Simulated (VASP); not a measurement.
# MgRh (Pm-3m) in VASP: further runs

The runs below take MgRh through vibrations by perturbation theory, elastic constants, with LDA.

Program: VASP 6.6.1. These are calculated values, not measurements. Logs are shortened: lines on timing, memory, paths and dates and some standing lists are left out, and cuts for length are marked.

### 1 The cell of the first run

Symmetry: Pm-3m, No. 221, cubic system. The conventional cell has a = 2.917 Å, b = 2.917 Å, c = 2.917 Å, α = 90.00°, β = 90.00°, γ = 90.00°. Within 3.3 Å of Mg (site symmetry m-3m) lie 8 Rh at 2.53 Å and 6 Mg at 2.92 Å. Within 3.3 Å of Rh (site symmetry m-3m) lie 8 Mg at 2.53 Å and 6 Rh at 2.92 Å.

### 2 Vibrations by perturbation theory, LDA

Input file INCAR:

```
SYSTEM = MgRh
  PREC = Accurate
  ENCUT = 520
  EDIFF = 1E-8
  ISMEAR = -1
  SIGMA = 0.15
  LREAL = .False.
  LASPH = .True.
  NELM = 100
  ALGO = Fast
  ISIF = 2
  LWAVE = .False.
  LCHARG = .True.
  GGA = CA
  NBANDS = 16
  IBRION = 8
  NSW = 1
```

Input file KPOINTS:

```
regular mesh
0
Gamma
  14 14 14
  0 0 0
```

Input file POSCAR:

```
MgRh
1.0
    2.9168639323      0.0000000000      0.0000000000
    0.0000000000      2.9168639323      0.0000000000
    0.0000000000      0.0000000000      2.9168639323
Mg Rh
1 1
Direct
    0.0000000000      0.0000000000      0.0000000000
    0.5000000000      0.5000000000      0.5000000000
```

Potentials or basis: VASP PAW LDA potentials, release 64 (Mg, Rh_pv).

Started as:

```
$ cat potpaw_LDA.64/Mg/POTCAR potpaw_LDA.64/Rh_pv/POTCAR > POTCAR
$ mpirun -np 1 vasp_std > vasp.out
```

OUTCAR:

```text
SYSTEM = MgRh
   PREC = Accurate
   ENCUT = 520
   EDIFF = 1E-8
   ISMEAR = -1
   LREAL = .False.
   LASPH = .True.
   NELM = 100
   ISIF = 2
   GGA = CA
   IBRION = 8
   NSW = 1

 ion  position               nearest neighbor table
   1  0.000  0.000  0.000-   2 2.53   2 2.53   2 2.53   2 2.53   2 2.53   2 2.53   2 2.53   2 2.53

   2  0.500  0.500  0.500-   1 2.53   1 2.53   1 2.53   1 2.53   1 2.53   1 2.53   1 2.53   1 2.53

  LATTYP: Found a simple cubic cell.
 ALAT       =     2.9168639323

  Lattice vectors:

 A1 = (   2.9168639323,   0.0000000000,   0.0000000000)
 A2 = (   0.0000000000,   2.9168639323,   0.0000000000)
 A3 = (   0.0000000000,   0.0000000000,   2.9168639323)

Analysis of symmetry for initial positions (statically):
=====================================================================
 Subroutine PRICEL returns:
 Original cell was already a primitive cell.

 Routine SETGRP: Setting up the symmetry group for a
 simple cubic supercell.

 Subroutine GETGRP returns: Found 48 space group operations
 (whereof 48 operations were pure point group operations)
 out of a pool of 48 trial point group operations.

The static configuration has the point symmetry O_h .

Analysis of symmetry for dynamics (positions and initial velocities):
=====================================================================
 Subroutine PRICEL returns:
 Original cell was already a primitive cell.

 Routine SETGRP: Setting up the symmetry group for a
 simple cubic supercell.

 Subroutine GETGRP returns: Found 48 space group operations
 (whereof 48 operations were pure point group operations)
 out of a pool of 48 trial point group operations.

The dynamic configuration has the point symmetry O_h .

 Subroutine INISYM returns: Found 48 space group operations
 (whereof 48 operations are pure point group operations),
 and found     1 'primitive' translations

----------------------------------------------------------------------------------------

                                     Primitive cell

[... 617 lines left out ...]
 -----------------------------------------------------------------------------
  energy-cutoff  :      520.00
  volume of cell :       24.82
      direct lattice vectors                 reciprocal lattice vectors
     2.916863932  0.000000000  0.000000000     0.342833956  0.000000000  0.000000000
     0.000000000  2.916863932  0.000000000     0.000000000  0.342833956  0.000000000
     0.000000000  0.000000000  2.916863932     0.000000000  0.000000000  0.342833956

 POSITION                                       TOTAL-FORCE (eV/Angst)
 -----------------------------------------------------------------------------------
      0.00000      0.00000      0.00000         0.000000      0.000000      0.000000
      1.45843      1.45843      1.45843         0.000000      0.000000      0.000000
 -----------------------------------------------------------------------------------
    total drift:                                0.000000     -0.000000     -0.000000

  FREE ENERGIE OF THE ION-ELECTRON SYSTEM (eV)
  ---------------------------------------------------
  free  energy   TOTEN  =       -11.3151887845 eV

  energy  without entropy=      -11.2355185233  energy(sigma->0) =      -11.27535365

[... ionic steps 2 to 3 ...]

--------------------------------------- Ionic step        4  -------------------------------------------

------------------------ aborting loop because EDIFF is reached ----------------------------------------

[... ionic steps 5 to 6 ...]

--------------------------------------- Ionic step        7  -------------------------------------------

 Free energy of the ion-electron system (eV)
  ---------------------------------------------------
  ---------------------------------------------------
  free energy    TOTEN  =        -0.49888983 eV

  energy without entropy =       -0.49888981

------------------------ aborting loop because EDIFF is reached ----------------------------------------

 INTERNAL STRAIN TENSOR  FOR ION    2  DIRECTION 1   (eV/Angst):
 -----------------------------------------------------------------------------
     0.04548  0.00000  0.00000
    -0.00000 -0.00697 -0.00000
    -0.00000 -0.00000 -0.00697

 INTERNAL STRAIN TENSOR FOR ION    2 for displacements in x,y,z  (eV/Angst):
          X           Y           Z          XY          YZ          ZX
  --------------------------------------------------------------------------------
  x     0.00000     0.00000     0.00000     0.00000     0.00000     0.00000
  y     0.00000     0.00000     0.00000     0.00000     0.00000     0.00000
  z     0.00000     0.00000     0.00000     0.00000     0.00000     0.00000

 SECOND DERIVATIVES (NOT SYMMETRIZED)
 ------------------------------------
               1X          1Y          1Z          2X          2Y          2Z
  1X    -9.582436    0.000000   -0.000000    9.582436   -0.000000    0.000000
  1Y     0.000000   -9.582436   -0.000000   -0.000000    9.582436    0.000000
  1Z    -0.000000   -0.000000   -9.582436    0.000000    0.000000    9.582436
  2X     9.571111    0.000000    0.000000   -9.571111   -0.000000   -0.000000
  2Y     0.000000    9.571111    0.000000   -0.000000   -9.571111   -0.000000
  2Z     0.000000    0.000000    9.571111   -0.000000   -0.000000   -9.571111

 Eigenvectors and eigenvalues of the dynamical matrix
 ----------------------------------------------------

   1 f  =   10.912741 THz    68.566771 2PiTHz  364.009842 cm-1    45.131448 meV
             X         Y         Z           dx          dy          dz
      0.000000  0.000000  0.000000     0.866228    0.242324    0.007029
      1.458432  1.458432  1.458432    -0.420730   -0.117698   -0.003414
[... 21 lines left out ...]
   6 f/i=    0.002536 THz     0.015933 2PiTHz    0.084585 cm-1     0.010487 meV
             X         Y         Z           dx          dy          dz
      0.000000  0.000000  0.000000    -0.198583   -0.387351    0.037442
      1.458432  1.458432  1.458432    -0.408857   -0.797505    0.077089

--------------------------------------------------------------------------------------------------------

 ELASTIC MODULI CONTR FROM IONIC RELAXATION (kBar)
 Direction    XX          YY          ZZ          XY          YZ          ZX
 --------------------------------------------------------------------------------
 XX           0.0000      0.0000      0.0000      0.0000      0.0000      0.0000
 YY           0.0000      0.0000      0.0000      0.0000      0.0000      0.0000
 ZZ           0.0000      0.0000      0.0000      0.0000      0.0000      0.0000
 XY           0.0000      0.0000      0.0000      0.0000      0.0000      0.0000
 YZ           0.0000      0.0000      0.0000      0.0000      0.0000      0.0000
 ZX           0.0000      0.0000      0.0000      0.0000      0.0000      0.0000
 --------------------------------------------------------------------------------
```

stdout:

```text
POSCAR found type information on POSCAR MgRh
 POSCAR found :  2 types and       2 ions
 scaLAPACK will be used
 LDA part: xc-table for (Slater(with rela. corr.)+CA(PZ))
 , standard interpolation
 POSCAR, INCAR and KPOINTS ok, starting setup
 FFT: planning ... GRIDC
 FFT: planning ... GRID_SOFT
 FFT: planning ... GRID
 WAVECAR not read
 entering main loop
 Linear response reoptimize wavefunctions to high precision
 Linear response DOF=           2
 Linear response progress:
 first order change of Fermi-energy  -0.15801E-03
 force on displaced ion       1 direction 1 :  -9.582  -0.000   0.000
 Linear response progress:
 first order change of Fermi-energy   0.12512E-02
 force on displaced ion       2 direction 1 :  -9.571   0.000  -0.000
 Linear response finished
```

It took 5.2 min on 1 thread of Intel Xeon 8259CL, shared host; peak memory 0.36 GiB.

Results:

```yaml
Highest_phonon_frequency_at_Γ: 364 cm⁻¹
```

Phonon frequencies in cm⁻¹ (negative: imaginary):
```csv
q point,frequencies
"(0.000, 0.000, 0.000)",0 0 0 364 364 364
```

Caveat: the cell stands under pressure or tension, which shifts response properties.

### 3 Vibrations by perturbation theory, LDA

This run uses another cell than the first one, of 13.47 Å³/atom.

Input file INCAR:

```
SYSTEM = MgRh
PREC = Accurate ; ENCUT = 520
EDIFF = 1E-8 ; ISMEAR = -1
SIGMA = 0.15 ; LREAL = .False.
LASPH = .True. ; NELM = 100
ALGO = Normal ; ISIF = 2
LWAVE = .False. ; LCHARG = .False.
GGA = CA ; IBRION = 8
NSW = 1
```

KPOINTS is that of step 2.

Input file POSCAR:

```
MgRh
1.0
    2.9978542081      0.0000000000      0.0000000000
    0.0000000000      2.9978542081      0.0000000000
    0.0000000000      0.0000000000      2.9978542081
Mg Rh
1 1
Direct
    0.0000000000      0.0000000000      0.0000000000
    0.5000000000      0.5000000000      0.5000000000
```

Potentials or basis: VASP PAW LDA potentials, release 64 (Mg, Rh_pv).

Started as:

```
$ cat potpaw_LDA.64/Mg/POTCAR potpaw_LDA.64/Rh_pv/POTCAR > POTCAR
$ mpirun -np 1 vasp_std > vasp.out
```

OUTCAR:

```text
SYSTEM = MgRh
   PREC = Accurate
   ENCUT = 520
   EDIFF = 1E-8
   ISMEAR = -1
   LREAL = .False.
   LASPH = .True.
   NELM = 100
   ISIF = 2
   GGA = CA
   IBRION = 8
   NSW = 1

 ion  position               nearest neighbor table
   1  0.000  0.000  0.000-   2 2.60   2 2.60   2 2.60   2 2.60   2 2.60   2 2.60   2 2.60   2 2.60

   2  0.500  0.500  0.500-   1 2.60   1 2.60   1 2.60   1 2.60   1 2.60   1 2.60   1 2.60   1 2.60

  LATTYP: Found a simple cubic cell.
 ALAT       =     2.9978542081

  Lattice vectors:

 A1 = (   2.9978542081,   0.0000000000,   0.0000000000)
 A2 = (   0.0000000000,   2.9978542081,   0.0000000000)
 A3 = (   0.0000000000,   0.0000000000,   2.9978542081)

Analysis of symmetry for initial positions (statically):
=====================================================================
 Subroutine PRICEL returns:
 Original cell was already a primitive cell.

 Routine SETGRP: Setting up the symmetry group for a
 simple cubic supercell.

 Subroutine GETGRP returns: Found 48 space group operations
 (whereof 48 operations were pure point group operations)
 out of a pool of 48 trial point group operations.

The static configuration has the point symmetry O_h .

Analysis of symmetry for dynamics (positions and initial velocities):
=====================================================================
 Subroutine PRICEL returns:
 Original cell was already a primitive cell.

 Routine SETGRP: Setting up the symmetry group for a
 simple cubic supercell.

 Subroutine GETGRP returns: Found 48 space group operations
 (whereof 48 operations were pure point group operations)
 out of a pool of 48 trial point group operations.

The dynamic configuration has the point symmetry O_h .

[... 541 lines left out ...]
    total drift:                                0.000000     -0.000000     -0.000000

  FREE ENERGIE OF THE ION-ELECTRON SYSTEM (eV)
  ---------------------------------------------------
  free  energy   TOTEN  =       -11.5237888058 eV

  energy  without entropy=      -11.4337495993  energy(sigma->0) =      -11.47876920

[... ionic steps 2 to 3 ...]

--------------------------------------- Ionic step        4  -------------------------------------------

------------------------ aborting loop because EDIFF is reached ----------------------------------------

[... ionic steps 5 to 6 ...]

--------------------------------------- Ionic step        7  -------------------------------------------

 Free energy of the ion-electron system (eV)
  ---------------------------------------------------
  ---------------------------------------------------
  free energy    TOTEN  =        -0.50182804 eV

  energy without entropy =       -0.50182801

------------------------ aborting loop because EDIFF is reached ----------------------------------------

 INTERNAL STRAIN TENSOR  FOR ION    2  DIRECTION 1   (eV/Angst):
 -----------------------------------------------------------------------------
     0.04126  0.00000  0.00000
     0.00000 -0.00612  0.00000
     0.00000  0.00000 -0.00612

 INTERNAL STRAIN TENSOR FOR ION    2 for displacements in x,y,z  (eV/Angst):
          X           Y           Z          XY          YZ          ZX
  --------------------------------------------------------------------------------
  x     0.00000     0.00000     0.00000     0.00000     0.00000     0.00000
  y     0.00000     0.00000     0.00000     0.00000     0.00000     0.00000
  z     0.00000     0.00000     0.00000     0.00000     0.00000     0.00000

 SECOND DERIVATIVES (NOT SYMMETRIZED)
 ------------------------------------
               1X          1Y          1Z          2X          2Y          2Z
  1X    -7.421785   -0.000000   -0.000000    7.421785    0.000000    0.000000
  1Y    -0.000000   -7.421785   -0.000000    0.000000    7.421785    0.000000
  1Z     0.000000   -0.000000   -7.421785   -0.000000    0.000000    7.421785
  2X     7.439722   -0.000000   -0.000000   -7.439722    0.000000    0.000000
  2Y    -0.000000    7.439722   -0.000000    0.000000   -7.439722    0.000000
  2Z    -0.000000   -0.000000    7.439722    0.000000    0.000000   -7.439722

 Eigenvectors and eigenvalues of the dynamical matrix
 ----------------------------------------------------

   1 f  =    9.607256 THz    60.364172 2PiTHz  320.463577 cm-1    39.732402 meV
             X         Y         Z           dx          dy          dz
      0.000000  0.000000  0.000000     0.000000   -0.000000   -0.899203
      1.498927  1.498927  1.498927     0.000000   -0.000000    0.437532
[... 21 lines left out ...]
   6 f/i=    0.004562 THz     0.028665 2PiTHz    0.152176 cm-1     0.018867 meV
             X         Y         Z           dx          dy          dz
      0.000000  0.000000  0.000000    -0.101456    0.360265   -0.226606
      1.498927  1.498927  1.498927    -0.208509    0.740406   -0.465713

--------------------------------------------------------------------------------------------------------

 ELASTIC MODULI CONTR FROM IONIC RELAXATION (kBar)
 Direction    XX          YY          ZZ          XY          YZ          ZX
 --------------------------------------------------------------------------------
 XX           0.0000      0.0000      0.0000      0.0000      0.0000      0.0000
 YY           0.0000      0.0000      0.0000      0.0000      0.0000      0.0000
 ZZ           0.0000      0.0000      0.0000      0.0000      0.0000      0.0000
 XY           0.0000      0.0000      0.0000      0.0000      0.0000      0.0000
 YZ           0.0000      0.0000      0.0000      0.0000      0.0000      0.0000
 ZX           0.0000      0.0000      0.0000      0.0000      0.0000      0.0000
 --------------------------------------------------------------------------------
```

stdout:

```text
POSCAR found type information on POSCAR MgRh
 POSCAR found :  2 types and       2 ions
 scaLAPACK will be used
 LDA part: xc-table for (Slater(with rela. corr.)+CA(PZ))
 , standard interpolation
 POSCAR, INCAR and KPOINTS ok, starting setup
 FFT: planning ... GRIDC
 FFT: planning ... GRID_SOFT
 FFT: planning ... GRID
 WAVECAR not read
 entering main loop
 Linear response reoptimize wavefunctions to high precision
 Linear response DOF=           2
 Linear response progress:
 first order change of Fermi-energy  -0.44989E-03
 force on displaced ion       1 direction 1 :  -7.422  -0.000   0.000
 Linear response progress:
 first order change of Fermi-energy   0.12338E-02
 force on displaced ion       2 direction 1 :  -7.440   0.000  -0.000
 Linear response finished
```

It took 3.7 min on 1 thread of Intel Xeon 8259CL, shared host; peak memory 0.31 GiB.

What came out:

```yaml
Highest_phonon_frequency_at_Γ: 320 cm⁻¹
```

Phonon frequencies in cm⁻¹ (negative: imaginary):
| q point | frequencies |
| --- | --- |
| (0.000, 0.000, 0.000) | 0 0 0 320 320 320 |

Caveat: the cell stands under pressure or tension, which shifts response properties.

(Continued in part 2 of 2.)
